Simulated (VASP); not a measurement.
# Hf2Se3S3 in VASP: single point with PBE+D3(BJ)

Aim: the single point of Hf2Se3S3 with PBE+D3(BJ).

All numbers are computed with VASP 6.6.1; they aren't measurements. Logs are shortened: lines on timing, memory, paths and dates and some standing lists are left out, and cuts for length are marked.

**1. The cell of the first run**

The cell holds a disordered packing, 16 atoms: a = 7.367 Å, b = 7.510 Å, c = 7.374 Å, α = 90.64°, β = 90.28°, γ = 90.68°.

**2. Single point, PBE+D3(BJ)**

The input, INCAR:

```
SYSTEM = Hf2Se3S3
PREC = Accurate ; ENCUT = 520
EDIFF = 1E-7 ; ISMEAR = -1
SIGMA = 0.1362 ; LREAL = Auto
LASPH = .True. ; NELM = 100
ALGO = Normal ; ISIF = 2
LWAVE = .False. ; LCHARG = .False.
GGA = PE ; IVDW = 12
NBANDS = 70
```

The input, KPOINTS:

```
Automatic mesh
0
Gamma
  3 3 3
  0 0 0
```

The input, POSCAR:

```
Hf2Se3S3
1.0
    7.3673110000     -0.0439010000     -0.0180960000
   -0.0439010000      7.5102110000     -0.0415870000
   -0.0180960000     -0.0415870000      7.3739650000
Hf Se S
4 6 6
Direct
    0.0762232238      0.6106539630      0.9750978870
    0.4794718344      0.7212552502      0.5358311141
    0.4388584632      0.8426397234      0.0228669504
    0.8506382747      0.2671779540      0.2102493350
    0.5924190772      0.1240513861      0.9454744223
    0.2015954527      0.3127891923      0.0512722896
    0.6753562379      0.9350291716      0.3636734354
    0.7149084478      0.7435988634      0.8020056061
    0.4474440297      0.3679565004      0.3983029738
    0.0105326531      0.1934471301      0.4987861009
    0.2908248066      0.6527590371      0.2546657092
    0.2232558599      0.8283419651      0.7194935288
    0.4493601174      0.5245532544      0.8427454709
    0.2512654917      0.3191302365      0.5938341212
    0.8444382500      0.5749973916      0.2112779848
    0.1337871956      0.9311680059      0.1897408314
```

Potentials or basis: VASP PAW PBE potentials, release 64 (Hf_pv, Se, S).

Started as:

```console
cat potpaw_PBE.64/Hf_pv/POTCAR potpaw_PBE.64/Se/POTCAR potpaw_PBE.64/S/POTCAR > POTCAR
mpirun -np 1 vasp_std > vasp.out
```

OUTCAR:

```text
SYSTEM = Hf2Se3S3
   PREC = Accurate
   ENCUT = 520
   EDIFF = 1E-7
   ISMEAR = -1
   LREAL = Auto
   LASPH = .True.
   NELM = 100
   ISIF = 2
   GGA = PE
   IVDW = 12
 IVDW          = 12

 ion  position               nearest neighbor table
   1  0.076  0.611  0.975-  15 2.46   6 2.50  11 2.61  12 2.73  16 2.89  13 3.00   8 3.13   3 3.19
                             4 3.53
   2  0.479  0.721  0.536-  12 2.47   7 2.51  11 2.54   8 2.62  13 2.73   9 2.84   3 3.71
   3  0.439  0.843  0.023-   5 2.46  11 2.49  16 2.66   8 2.72  13 2.72  12 2.74   7 3.12   1 3.19
                             2 3.71
   4  0.851  0.267  0.210-  15 2.31  10 2.50   6 2.86   5 2.91   7 3.03  16 3.30   1 3.53
   5  0.592  0.124  0.945-   3 2.46   4 2.91
   6  0.202  0.313  0.051-   1 2.50   4 2.86
   7  0.675  0.935  0.364-   2 2.51   4 3.03   3 3.12
   8  0.715  0.744  0.802-  13 2.56   2 2.62   3 2.72   1 3.13
   9  0.447  0.368  0.398-  14 2.08  11 2.67   2 2.84
  10  0.011  0.193  0.499-  14 2.11   4 2.50
  11  0.291  0.653  0.255-  16 2.45   3 2.49   2 2.54   1 2.61   9 2.67
  12  0.223  0.828  0.719-   2 2.47   1 2.73   3 2.74
  13  0.449  0.525  0.843-   8 2.56   3 2.72   2 2.73  14 2.78   1 3.00
  14  0.251  0.319  0.594-   9 2.08  10 2.11  13 2.78
  15  0.844  0.575  0.211-   4 2.31   1 2.46
  16  0.134  0.931  0.190-  11 2.45   3 2.66   1 2.89   4 3.30

  LATTYP: Found a triclinic cell.
 ALAT       =     7.3674640232
 B/A-ratio  =     1.4182965962
 C/A-ratio  =     1.0194083644
 COS(alpha) =     0.0004356823
 COS(beta)  =     0.0117901704
 COS(gamma) =     0.7085125164

  Lattice vectors:

 A1 = (  -7.3673110000,   0.0439010000,   0.0180960000)
 A2 = (  -7.3854070000,   0.0023140000,   7.3920610000)
 A3 = (  -0.0439010000,   7.5102110000,  -0.0415870000)

Analysis of symmetry for initial positions (statically):
=====================================================================
 Subroutine PRICEL returns:
 Original cell was already a primitive cell.

 Routine SETGRP: Setting up the symmetry group for a
 triclinic supercell.

 Subroutine GETGRP returns: Found  1 space group operations
 (whereof  1 operations were pure point group operations)
 out of a pool of  2 trial point group operations.

The static configuration has the point symmetry C_1 .

Analysis of symmetry for dynamics (positions and initial velocities):
=====================================================================
 Subroutine PRICEL returns:
 Original cell was already a primitive cell.

 Routine SETGRP: Setting up the symmetry group for a
[... 128 lines left out ...]
   NFREE  =      0    steps in history (QN), initial steepest desc. (CG)
   ISIF   =      2    stress and relaxation
   ISYM   =      2    0-nonsym 1-usesym 2-fastsym
   POTIM  = 0.5000    time-step for ionic-motion
   TEBEG  =    0.0;   TEEND  =   0.0 temperature during run
   PSTRESS=    0.0 pullay stress
   NELECT =     112.0000    total number of electrons
   NUPDOWN=      -1.0000    fix difference up-down
   EMIN   =  10.00;   EMAX   =-10.00  energy-range for DOS
   EFERMI =   0.00;   METHOD = LEGACY
   ISMEAR =    -1;   SIGMA  =   0.14  broadening in eV -4-tet -1-fermi 0-gaus
   EFERMI_NEDOS =   21; number of points for ismear=-14 and -15
   IALGO  =     38    algorithm
   IMIX   =      4    mixing-type and parameters
     AMIX     =   0.40;   BMIX     =  1.00
     AMIX_MAG =   1.60;   BMIX_MAG =  1.00
  volume/ion in A,a.u.               =      25.50       172.07
  Fermi-wavevector in a.u.,A,eV,Ry     =   1.063989  2.010648 15.402789  1.132073
  Thomas-Fermi vector in A             =   2.199493
   LORBIT       =      0    0 simple, 1 ext, 2 COOP (PROOUT), +10 PAW based schemes
   GGA     = PE    functional components
   LHFCALC =     F    Hartree Fock is set to
   AEXX    =    0.0000 exact exchange contribution
   IVDW    =    12    specifies the selected vdW correction
   LEPSILON=     F    determine dielectric tensor
   LRPA    =     F    only Hartree local field effects (RPA)
 non-spin polarized calculation
  energy-cutoff  :      520.00
  volume of cell :      407.97
 maximum number of plane-waves:     11019
   NGX = 27   NGY = 27   NGZ = 27

 number of electron     111.9999996 magnetization

 Free energy of the ion-electron system (eV)
  ---------------------------------------------------
  ext. energy  EPLUGINS =         0.00000000
  ---------------------------------------------------
  free energy    TOTEN  =       -94.22390526 eV

  energy without entropy =      -93.98091426  energy(sigma->0) =      -94.10240976

 E-fermi :   3.1560     XC(G=0):  -9.0810

 val. band max:        2.8970522663   @ k =   0.3333  -0.3333   0.3333
 cond. band min:       3.3101769952   @ k =   0.0000   0.3333   0.0000
 fundamental gap:      0.4131247289
 Fermi energy:         3.1560253507

 k-point     1 :       0.0000    0.0000    0.0000
  band No.  band energies     occupation
      1     -28.7230      2.00000
      2     -28.5658      2.00000
      3     -28.4627      2.00000
      4     -28.4341      2.00000
      5     -28.4176      2.00000
      6     -28.3660      2.00000
[... 983 lines left out ...]
     67       5.6731      0.00000
     68       5.7466      0.00000
 [bands above 68 left out]

------------------------ aborting loop because EDIFF is reached ----------------------------------------

 Edisp (eV)   -4.99465

 E8    (eV) :    -2.1486

  FORCE on cell =-STRESS in cart. coord.  units (eV):
  Direction    XX          YY          ZZ          XY          YZ          ZX
  --------------------------------------------------------------------------------------
  -------------------------------------------------------------------------------------
  Total      -5.14973     6.09425    -3.30775    -0.96490    -1.92900     0.81044
  in kB     -20.22386    23.93318   -12.99008    -3.78932    -7.57552     3.18274
  external pressure =       -3.09 kB  Pullay stress =        0.00 kB

 VOLUME and BASIS-vectors are now :
 -----------------------------------------------------------------------------
  energy-cutoff  :      520.00
  volume of cell :      407.97
      direct lattice vectors                 reciprocal lattice vectors
     7.367311000 -0.043901000 -0.018096000     0.135740303  0.000795340  0.000337598
    -0.043901000  7.510211000 -0.041587000     0.000795340  0.133160870  0.000752940
    -0.018096000 -0.041587000  7.373965000     0.000337598  0.000752940  0.135617327

 POSITION                                       TOTAL-FORCE (eV/Angst)
 -----------------------------------------------------------------------------------
      0.51711      4.54224      7.16356         0.391271      1.244918      0.521217
      3.49106      5.37345      3.91253        -0.688514     -0.745452      0.578819
      3.19580      6.30818      0.12564        -0.137481      0.029804     -0.100846
      6.25138      1.96048      1.52387         0.181918     -1.273109     -1.736334
      4.34198      0.86632      6.95602         1.447662      1.654197      0.405463
      1.47056      2.33813      0.36142        -1.876508     -1.103680     -0.496035
[... 8 lines left out ...]
      6.19217      4.27249      1.51876        -0.452867      0.050010     -0.114528
      0.94134      6.97950      1.35800         0.921982     -1.160870     -1.396159
 -----------------------------------------------------------------------------------
    total drift:                                0.004633     -0.022233      0.002775

  FREE ENERGIE OF THE ION-ELECTRON SYSTEM (eV)
  ---------------------------------------------------
  free  energy   TOTEN  =       -99.2185571369 eV

  energy  without entropy=      -98.9755661287  energy(sigma->0) =      -99.09706163
```

stdout:

```text
POSCAR found type information on POSCAR HfSeS
 POSCAR found :  3 types and      16 ions
 scaLAPACK will be used
 LDA part: xc-table for (Slater+PW92), standard interpolation
 POSCAR, INCAR and KPOINTS ok, starting setup
 FFT: planning ... GRIDC
 FFT: planning ... GRID_SOFT
 FFT: planning ... GRID
 WAVECAR not read
 entering main loop
```

Run time: 14 min. Hardware: 1 thread of Intel Xeon 8259CL, shared host; peak memory 0.56 GiB.

What came out:

```yaml
Free_energy: -99.2186 eV
Pressure: -0.3 GPa
Largest_force: 2.864 eV/Å
Band_gap_on_the_k_mesh: 0.41 eV (least direct gap 0.47 eV)
Dispersion_energy_per_atom: -0.312 eV
```

Forces on the atoms (eV/Å):
```
Hf   0.391  1.245  0.521
Hf  -0.689 -0.745  0.579
Hf  -0.137  0.030 -0.101
Hf   0.182 -1.273 -1.736
Se   1.448  1.654  0.405
Se  -1.877 -1.104 -0.496
Se  -0.485  0.628 -0.558
Se   0.503 -0.779  0.091
Se   2.271  0.723 -1.588
Se  -1.677 -1.175  0.579
S   -1.018  0.375  0.581
S   -0.371  0.634  0.599
S    1.170  0.524  0.698
S   -0.180  0.375  1.937
S   -0.453  0.050 -0.115
S    0.922 -1.161 -1.396
```

Caveat: the atoms stand as in a frame of molecular dynamics; spin-orbit coupling is left out, which moves the levels of the heavy elements.
